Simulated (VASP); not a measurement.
# AlN (AlN (P6_3mc)) in VASP: notebook

The runs below take AlN (AlN (P6_3mc)) through single point, relaxation of the atoms, with PBE, r2SCAN.

Program: VASP 6.6.1. These are calculated values, not measurements. Logs are shortened: lines on timing, memory, paths and dates and some standing lists are left out, and cuts for length are marked.

### Step 1. The cell of the first run

The typed cell holds 4 atoms: a = 3.130 Å, b = 3.130 Å, c = 5.017 Å, α = 90.00°, β = 90.00°, γ = 120.00°.

### Step 2. Single point, PBE

INCAR

```
SYSTEM = AlN
ALGO = Normal ; EDIFF = 1E-7
ENCUT = 520 ; GGA = PE
ISIF = 2 ; ISMEAR = 0
LASPH = .TRUE. ; LCHARG = .FALSE.
LREAL = .FALSE. ; LWAVE = .FALSE.
NBANDS = 16 ; NELM = 80
PREC = Accurate ; SIGMA = 0.01
```

KPOINTS

```
Automatic mesh
0
Gamma
  2 2 2
  0.25 0.25 0.25
```

POSCAR

```
AlN
1.0
    3.1297569546      0.0000000309      0.0000000000
   -1.5648785040      2.7104490149      0.0000000000
    0.0000000000      0.0000000000      5.0174032950
Al N
2 2
Direct
    0.6671048057      0.3329323772      0.5000247806
    0.3329323772      0.6671048057      0.0000247806
    0.6639230877      0.3360397294      0.8799752194
    0.3360397294      0.6639230877      0.3799752194
```

Potentials or basis: VASP PAW PBE potentials, release 64 (Al, N).

Command:

```bash
> cat potpaw_PBE.64/Al/POTCAR potpaw_PBE.64/N/POTCAR > POTCAR
> mpirun -np 1 vasp_std > vasp.out
```

OUTCAR:

```text
SYSTEM = AlN
   EDIFF = 1E-7
   ENCUT = 520
   GGA = PE
   ISIF = 2
   ISMEAR = 0
   LASPH = .TRUE.
   LREAL = .FALSE.
   NELM = 80
   PREC = Accurate

 ion  position               nearest neighbor table
   1  0.667  0.333  0.500-   4 1.89   3 1.91   4 1.91   4 1.91   2 3.09   2 3.09   2 3.09   2 3.09
                             2 3.09   2 3.09
   2  0.333  0.667  0.000-   3 1.89   4 1.91   3 1.91   3 1.91   1 3.09   1 3.09   1 3.09   1 3.09
                             1 3.09   1 3.09
   3  0.664  0.336  0.880-   2 1.89   1 1.91   2 1.91   2 1.91
   4  0.336  0.664  0.380-   1 1.89   2 1.91   1 1.91   1 1.91

  LATTYP: Found a hexagonal cell.
 ALAT       =     3.1297569546
 C/A-ratio  =     1.6031287310

  Lattice vectors:

 A1 = (   3.1297569546,   0.0000000309,   0.0000000000)
 A2 = (  -1.5648785040,   2.7104490149,   0.0000000000)
 A3 = (   0.0000000000,   0.0000000000,   5.0174032950)

Analysis of symmetry for initial positions (statically):
=====================================================================
 Subroutine PRICEL returns:
 Original cell was already a primitive cell.

 Routine SETGRP: Setting up the symmetry group for a
 hexagonal supercell.

 Subroutine GETGRP returns: Found  2 space group operations
 (whereof  1 operations were pure point group operations)
 out of a pool of 24 trial point group operations.

The static configuration has the point symmetry C_1 .
 The point group associated with its full space group is C_1h.

Analysis of symmetry for dynamics (positions and initial velocities):
=====================================================================
 Subroutine PRICEL returns:
 Original cell was already a primitive cell.

 Routine SETGRP: Setting up the symmetry group for a
 hexagonal supercell.

 Subroutine GETGRP returns: Found  2 space group operations
 (whereof  1 operations were pure point group operations)
 out of a pool of 24 trial point group operations.

The dynamic configuration has the point symmetry C_1 .
 The point group associated with its full space group is C_1h.

 Subroutine INISYM returns: Found  2 space group operations
 (whereof  1 operations are pure point group operations),
 and found     1 'primitive' translations

----------------------------------------------------------------------------------------

                                     Primitive cell

  volume of cell :      42.5629

  direct lattice vectors                    reciprocal lattice vectors
     3.129756955  0.000000031  0.000000000     0.319513626  0.184471282  0.000000000
    -1.564878504  2.710449015  0.000000000    -0.000000004  0.368942559  0.000000000
     0.000000000  0.000000000  5.017403295     0.000000000  0.000000000  0.199306283

  length of vectors
     3.129756955  3.129756955  5.017403295     0.368942559  0.368942559  0.199306283

  position of ions in fractional coordinates (direct lattice)
     0.667104806  0.332932377  0.500024781
     0.332932377  0.667104806  0.000024781
     0.663923088  0.336039729  0.879975219
     0.336039729  0.663923088  0.379975219

  ion indices of the primitive-cell ions
   primitive index   ion index
                 1           1
                 2           2
                 3           3
                 4           4

----------------------------------------------------------------------------------------

 KPOINTS: Automatic mesh

Automatic generation of k-mesh.
 Grid dimensions read from file:
 generate k-points for:    2    2    2

 Generating k-lattice:

  Cartesian coordinates                     Fractional coordinates (reciprocal lattice)
     0.159756813  0.092235641  0.000000000     0.500000000  0.000000000  0.000000000
    -0.000000002  0.184471279  0.000000000     0.000000000  0.500000000  0.000000000
     0.000000000  0.000000000  0.099653141     0.000000000  0.000000000  0.500000000

  Length of vectors
     0.184471279  0.184471279  0.099653141

  Shift w.r.t. Gamma in fractional coordinates (k-lattice)
     0.250000000  0.250000000  0.250000000

 Subroutine IBZKPT returns following result:
 ===========================================

 Found     28 irreducible k-points:

 Following reciprocal coordinates:
            Coordinates               Weight
  0.125000  0.125000  0.125000      2.000000
 -0.125000  0.250000  0.125000      4.000000
 -0.250000  0.125000  0.125000      4.000000
 -0.125000 -0.125000  0.125000      2.000000
 -0.375000  0.125000  0.125000      4.000000
 -0.125000 -0.250000  0.125000      4.000000
[... 16 lines left out ...]
  0.125000  0.250000 -0.375000      4.000000
 -0.250000  0.375000 -0.375000      4.000000
 [... further k-points ...]
   k-points           NKPTS =     28   k-points in BZ     NKDIM =     28   number of bands    NBANDS=     16
   number of dos      NEDOS =    301   number of ions     NIONS =      4
   total plane-waves  NPLWV =  23040
   dimension x,y,z NGX =    24 NGY =   24 NGZ =   40
   dimension x,y,z NGXF=    48 NGYF=   48 NGZF=   80
   ions per type =               2   2
   NGX,Y,Z   is equivalent  to a cutoff of  12.75, 12.75, 13.25 a.u.
   NGXF,Y,Z  is equivalent  to a cutoff of  25.50, 25.50, 26.51 a.u.
 SYSTEM =  AlN
   PREC   = accura    normal or accurate (medium, high low for compatibility)
   ISTART =      0    job   : 0-new  1-cont  2-samecut
   ICHARG =      2    charge: 1-file 2-atom 10-const
   ISPIN  =      1    spin polarized calculation?
   LNONCOLLINEAR =      F non collinear calculations
   LSORBIT =      F    spin-orbit coupling
   LASPH  =      T    aspherical Exc in radial PAW
   ENCUT  =  520.0 eV  38.22 Ry    6.18 a.u.   5.82  5.82  9.33*2*pi/ulx,y,z
   NELM   =     80;   NELMIN=  2; NELMDL= -5     # of ELM steps
   EDIFF  = 0.1E-06   stopping-criterion for ELM
   LREAL  =      F    real-space projection
   EDIFFG = 0.1E-05   stopping-criterion for IOM
   NSW    =      0    number of steps for IOM
   IBRION =     -1    ionic relax: 0-MD 1-quasi-New 2-CG
   NFREE  =      0    steps in history (QN), initial steepest desc. (CG)
   ISIF   =      2    stress and relaxation
   ISYM   =      2    0-nonsym 1-usesym 2-fastsym
   POTIM  = 0.5000    time-step for ionic-motion
   TEBEG  =    0.0;   TEEND  =   0.0 temperature during run
   PSTRESS=    0.0 pullay stress
   NELECT =      16.0000    total number of electrons
   NUPDOWN=      -1.0000    fix difference up-down
   EMIN   =  10.00;   EMAX   =-10.00  energy-range for DOS
   EFERMI =   0.00;   METHOD = LEGACY
   ISMEAR =     0;   SIGMA  =   0.01  broadening in eV -4-tet -1-fermi 0-gaus
   EFERMI_NEDOS =   21; number of points for ismear=-14 and -15
   IALGO  =     38    algorithm
   IMIX   =      4    mixing-type and parameters
     AMIX     =   0.40;   BMIX     =  1.00
     AMIX_MAG =   1.60;   BMIX_MAG =  1.00
  volume/ion in A,a.u.               =      10.64        71.81
  Fermi-wavevector in a.u.,A,eV,Ry     =   1.181511  2.232733 18.993310  1.395969
  Thomas-Fermi vector in A             =   2.317783
   LORBIT       =      0    0 simple, 1 ext, 2 COOP (PROOUT), +10 PAW based schemes
   GGA     = PE    functional components
   LHFCALC =     F    Hartree Fock is set to
   AEXX    =    0.0000 exact exchange contribution
   IVDW    =     0    specifies the selected vdW correction
   LEPSILON=     F    determine dielectric tensor
   LRPA    =     F    only Hartree local field effects (RPA)
 non-spin polarized calculation
 Gauss-broadening in eV      SIGMA  =   0.01
  energy-cutoff  :      520.00
  volume of cell :       42.56
 maximum number of plane-waves:      1150
   NGX = 11   NGY = 11   NGZ = 19

 number of electron      15.9999998 magnetization

 Free energy of the ion-electron system (eV)
  ---------------------------------------------------
  ext. energy  EPLUGINS =         0.00000000
  ---------------------------------------------------
  free energy    TOTEN  =       -30.16408308 eV

  energy without entropy =      -30.16408308  energy(sigma->0) =      -30.16408308

 E-fermi :   5.6065     XC(G=0): -10.8436

 val. band max:        5.5609954814   @ k =  -0.1250  -0.1250   0.1250
 cond. band min:      11.2965573876   @ k =   0.3750   0.2500   0.1250
 fundamental gap:      5.7355619062
 Fermi energy:         5.6065445348

 k-point     1 :       0.1250    0.1250    0.1250
  band No.  band energies     occupation
      1      -8.5432      2.00000
      2      -6.8846      2.00000
      3       0.8307      2.00000
      4       3.3831      2.00000
      5       3.4077      2.00000
      6       4.5963      2.00000
[... 8 lines left out ...]
     15      18.3643      0.00000
     16      19.3382      0.00000

 k-point     2 :      -0.1250    0.2500    0.1250
  band No.  band energies     occupation
      1      -8.5411      2.00000
      2      -6.8869      2.00000
      3       0.8316      2.00000
      4       3.3651      2.00000
      5       3.4052      2.00000
      6       4.6094      2.00000
[... 8 lines left out ...]
     15      18.1966      0.00000
     16      19.2522      0.00000

 k-point     3 :      -0.2500    0.1250    0.1250
  band No.  band energies     occupation
      1      -8.5411      2.00000
      2      -6.8869      2.00000
      3       0.8316      2.00000
      4       3.3651      2.00000
      5       3.4051      2.00000
      6       4.6094      2.00000
[... 8 lines left out ...]
     15      18.1964      0.00000
     16      19.2523      0.00000

 k-point     4 :      -0.1250   -0.1250    0.1250
  band No.  band energies     occupation
      1      -8.5432      2.00000
      2      -6.8846      2.00000
      3       0.8308      2.00000
      4       3.3830      2.00000
      5       3.4076      2.00000
      6       4.5963      2.00000
[... 8 lines left out ...]
     15      18.3640      0.00000
     16      19.3383      0.00000

 k-point     5 :      -0.3750    0.1250    0.1250
  band No.  band energies     occupation
      1      -7.9114      2.00000
      2      -6.6330      2.00000
      3       1.3250      2.00000
      4       2.0386      2.00000
      5       2.6400      2.00000
      6       3.8807      2.00000
[... 8 lines left out ...]
     15      18.0767      0.00000
     16      20.0858      0.00000

 k-point     6 :      -0.1250   -0.2500    0.1250
  band No.  band energies     occupation
      1      -7.9150      2.00000
      2      -6.6288      2.00000
      3       1.3301      2.00000
      4       2.0299      2.00000
      5       2.6449      2.00000
      6       3.8798      2.00000
[... 8 lines left out ...]
     15      18.1979      0.00000
     16      20.1634      0.00000
[... 267 lines left out ...]
 k-point    21 :       0.2500   -0.3750   -0.3750
  band No.  band energies     occupation
      1      -7.5736      2.00000
      2      -7.0511      2.00000
      3       1.2075      2.00000
      4       1.6726      2.00000
      5       3.6636      2.00000
      6       4.0615      2.00000
[... 8 lines left out ...]
     15      18.3821      0.00000
     16      19.4108      0.00000

 k-point    22 :       0.3750   -0.1250   -0.3750
  band No.  band energies     occupation
      1      -7.5759      2.00000
      2      -7.0501      2.00000
      3       1.2212      2.00000
      4       1.6928      2.00000
      5       3.6424      2.00000
      6       4.0505      2.00000
[... 8 lines left out ...]
     15      18.4470      0.00000
     16      19.4502      0.00000

 k-point    23 :       0.1250    0.2500   -0.3750
  band No.  band energies     occupation
      1      -7.5781      2.00000
      2      -7.0493      2.00000
      3       1.2380      2.00000
      4       1.7060      2.00000
      5       3.6269      2.00000
      6       4.0386      2.00000
[... 8 lines left out ...]
     15      18.2729      0.00000
     16      19.3577      0.00000

 k-point    24 :      -0.2500    0.3750   -0.3750
  band No.  band energies     occupation
      1      -7.5736      2.00000
      2      -7.0511      2.00000
      3       1.2076      2.00000
      4       1.6726      2.00000
      5       3.6637      2.00000
      6       4.0613      2.00000
[... 8 lines left out ...]
     15      18.3823      0.00000
     16      19.4105      0.00000

 [... further k-points ...]

------------------------ aborting loop because EDIFF is reached ----------------------------------------

  FORCE on cell =-STRESS in cart. coord.  units (eV):
  Direction    XX          YY          ZZ          XY          YZ          ZX
  --------------------------------------------------------------------------------------
  -------------------------------------------------------------------------------------
  Total       -0.4439610     -0.7034526      0.6570577     -0.2247263     -0.0009495     -0.0005482
  in kB      -16.7118518    -26.4797925     24.7333655     -8.4592844     -0.0357431     -0.0206363
  external PRESSURE =      -6.1527596 kB  Pullay stress =       0.0000000 kB

 VOLUME and BASIS-vectors are now :
 -----------------------------------------------------------------------------
  energy-cutoff  :      520.00
  volume of cell :       42.56
      direct lattice vectors                 reciprocal lattice vectors
     3.129756955  0.000000031  0.000000000     0.319513626  0.184471282  0.000000000
    -1.564878504  2.710449015  0.000000000    -0.000000004  0.368942559  0.000000000
     0.000000000  0.000000000  5.017403295     0.000000000  0.000000000  0.199306283

 POSITION                                       TOTAL-FORCE (eV/Angst)
 -----------------------------------------------------------------------------------
      1.56688      0.90240      2.50883         0.115567     -0.068526      0.010717
     -0.00194      1.80815      0.00012        -0.117129      0.065821      0.010717
      1.55206      0.91082      4.41519         0.179075     -0.101586     -0.010717
      0.01276      1.79953      1.90649        -0.177513      0.104290     -0.010717
 -----------------------------------------------------------------------------------
    total drift:                                0.000000      0.000000      0.000428

  FREE ENERGIE OF THE ION-ELECTRON SYSTEM (eV)
  ---------------------------------------------------
  free  energy   TOTEN  =       -30.1640830842 eV

  energy  without entropy=      -30.1640830842  energy(sigma->0) =      -30.16408308
```

It took 8.8 s on 1 thread of Intel Xeon Platinum 8488C (Sapphire Rapids), shared host; peak memory 0.16 GiB.

What came out:

```yaml
Free_energy: -30.1641 eV
Pressure: -0.6 GPa
Largest_force: 0.206 eV/Å
Band_gap_on_the_k_mesh: 5.74 eV, indirect (least direct gap 6.33 eV)
```

Forces on the atoms (eV/Å):
```
Al   0.116 -0.069  0.011
Al  -0.117  0.066  0.011
N    0.179 -0.102 -0.011
N   -0.178  0.104 -0.011
```

Levels at points of the mesh, in eV from the valence-band top:
```tsv
k point	band 4	band 5	band 6	band 7	band 8	band 9	band 10	band 11	band 12	band 13
(0.12, 0.12, 0.12)	-2.18	-2.15	-0.96	-0.26	0.00	6.35	8.45	8.86	9.38	11.71
```

Caveat: the k points lie up to 1.16 Å⁻¹ apart. A k mesh can miss the band edges.

(Part 1 of 3 ends here.)
